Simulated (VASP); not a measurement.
Write the native input for VASP 6.6.1 that does the following.

| Item | Value |
| --- | --- |
| Task | relaxation of cell and atoms |
| Functional | PBE |
| Potentials or basis | VASP PAW PBE potentials, release 64 (Si, Se) |
| Cutoff | 500 eV |
| k mesh | 3 × 3 × 3 |
| Occupations | gaussian, width 0.2 eV |
| Spin | no spin polarisation |
| Dipole correction | no |
| Further INCAR settings | ALGO = Normal; EDIFF = 1e-07; IBRION = 2; EDIFFG = -0.08; NSW = 36; ISIF = 3 |

The structure of Si4Se3 lies in POSCAR:

```
Si4Se3
1.0
    5.1463117900      0.0000000000      0.0000000000
    0.0000000000      5.1463117900      0.0000000000
    0.0000000000      0.0000000000      5.3265060600
Si Se
4 3
Direct
    0.2554910200      0.2554910200      0.2597206200
    0.7445089800      0.7445089800      0.2597206200
    0.7445089800      0.2554910200      0.7402793800
    0.2554910200      0.7445089800      0.7402793800
    0.0000000000      0.0000000000      0.0000000000
    0.0000000000      0.0000000000      0.5000000000
    0.5000000000      0.5000000000      0.0000000000
```

The cell was built from a structure type or drawn by symmetry, and may not be a known phase.

These files were run (other wordings do the same):

INCAR

```
SYSTEM = Si4Se3
ALGO = Normal
EDIFF = 1E-7
EDIFFG = -0.08
ENCUT = 500
GGA = PE
GGA_COMPAT = .False.
IBRION = 2
ISIF = 3
ISMEAR = 0
LASPH = .True.
LCHARG = .False.
LREAL = .False.
LWAVE = .False.
NELM = 120
NELMIN = 4
NSW = 36
PREC = Accurate
SIGMA = 0.2
```

KPOINTS

```
k-points
0
Gamma
  3 3 3
  0 0 0
```

Potentials or basis: VASP PAW PBE potentials, release 64 (Si, Se).

Launch:

```bash
$ cat potpaw_PBE.64/Si/POTCAR potpaw_PBE.64/Se/POTCAR > POTCAR
$ mpirun -np 1 vasp_std > vasp.out
```

It gave:

```
Relaxed volume                        : 24.09 Å³/atom
Relaxed cell                          : a = 4.736 Å, b = 4.736 Å, c = 7.517 Å, α = 90.00°, β = 90.00°, γ = 90.00°
Space group after relaxing (to 0.1 Å) : P-42m (No. 111)
Energy gained by relaxing             : 741.3 meV/atom
Ionic steps                           : 16
Pressure after relaxing               : 0.0 GPa
Largest force after relaxing          : 0.032 eV/Å
Band gap on the k mesh                : zero (bands 17 and 18 overlap by 1.13 eV)
```

Caveat: the k points lie up to 0.44 Å⁻¹ apart in the final cell, too coarse for converged energies and pressures of a metal; the volume moved by over 15 % at a fixed basis, so the end points are rough.

Wall time 6.1 min on 1 thread of Intel Xeon 8259CL, on a shared host, peak memory 0.24 GiB.
